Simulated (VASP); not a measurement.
Here is a VASP 6.6.1 calculation.

The input INCAR:

```
  PREC = Accurate
  ENCUT = 520
  EDIFF = 1E-6
  ISMEAR = 0
  SIGMA = 0.15
  LREAL = F
  LASPH = T
  NELM = 100
  ALGO = Normal
  ISIF = 2
  LWAVE = F
  LCHARG = T
  GGA = PS
  LELF = T
  LVHAR = T
  NBANDS = 12
```

KPOINTS

```
Automatic mesh
0
Gamma
  20 20 20
```

The input POSCAR:

```
Ag
1.0
    0.0000000000      1.9818070000      1.9818070000
    1.9818070000      0.0000000000      1.9818070000
    1.9818070000      1.9818070000      0.0000000000
Ag
1
Direct
    0.0000000000      0.0000000000      0.0000000000
```

Potentials or basis: VASP PAW PBE potentials, release 64 (Ag).

Run with:

```console
$ cat potpaw_PBE.64/Ag/POTCAR > POTCAR
$ mpirun -np 1 vasp_std > vasp.out
```

Problem. Estimate the pressure.

Solution. 9.5 GPa.

Caveat: the cell differs from its parent crystal (strain -0.030 along x and y, -0.030 along z); the PAW data sets were made with another functional, which shifts forces and pressure a little.
